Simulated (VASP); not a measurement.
A run of VASP 6.6.1 is set up as follows.

The input INCAR:

```
SYSTEM = Na16H
  ALGO = Normal
  EDIFF = 1E-6
  ENCUT = 520
  GGA = PE
  ISIF = 2
  ISMEAR = -1
  LASPH = .TRUE.
  LCHARG = .FALSE.
  LREAL = Auto
  LWAVE = .FALSE.
  NBANDS = 70
  NELM = 100
  PREC = Accurate
  SIGMA = 0.05
```

File KPOINTS:

```
k-points
0
G
  2 2 2
  0 0 0
```

Contents of POSCAR:

```
Na16H
1.0
    8.4600000000      0.0000000000      0.0000000000
    0.0000000000      8.4600000000      0.0000000000
    0.0000000000      0.0000000000      8.4600000000
Na H
16 1
Direct
    0.0017416928     -0.0014254163     -0.0015498524
    0.5045385114     -0.0009126728      0.0024770152
   -0.0058135765      0.5002495339     -0.0080782830
    0.0020272359     -0.0014138624      0.5025660659
    0.2454506288      0.2471471420      0.2506124514
    0.4927045421      0.4994206787      0.0013320289
    0.5042376688     -0.0009059000      0.4985119144
    0.7482701295      0.2512515828      0.2509184257
   -0.0071148068      0.5002492571      0.5104533756
    0.2459260022      0.7513280268      0.2506036062
    0.2568638812      0.2487143811      0.7503905151
    0.4919126040      0.4994399431      0.4989070930
    0.7478198613      0.7471780866      0.2509003936
    0.7557030212      0.2581562501      0.7498328157
    0.2581326626      0.7509935780      0.7503727324
    0.7576811552      0.7382802490      0.7498291969
    0.8760407864      0.5013466422      0.7488442053
```

Potentials or basis: VASP PAW PBE potentials, release 64 (Na_pv, H).

Launch:

```bash
$ cat potpaw_PBE.64/Na_pv/POTCAR potpaw_PBE.64/H/POTCAR > POTCAR
$ mpirun -np 1 vasp_std > vasp.out
```

Q: What does it give for the largest force?

A: 0.066 eV/Å.

Q: Estimate the band gap on the k mesh.

A: Zero (an odd number of electrons rules out a gap without spin polarisation).

Q: Estimate the pressure.

A: -0.1 GPa.

Forces in eV/Å, atoms in the order of the input:
```
Na  -0.005  0.003 -0.011
Na   0.004  0.000  0.003
Na   0.017 -0.005  0.001
Na  -0.005  0.003  0.010
Na  -0.004 -0.003  0.000
Na  -0.007 -0.001  0.009
Na   0.004  0.000 -0.003
Na   0.005  0.012 -0.002
Na   0.041 -0.005 -0.039
Na  -0.004  0.004  0.000
Na   0.007 -0.009  0.000
Na  -0.005 -0.001 -0.005
Na   0.005 -0.010 -0.002
Na  -0.010  0.005  0.003
Na   0.004  0.003  0.001
Na  -0.046  0.047  0.004
H    0.000 -0.044  0.033
```

Caveat: the k points lie up to 0.37 Å⁻¹ apart, too coarse for converged energies and pressures of a metal.
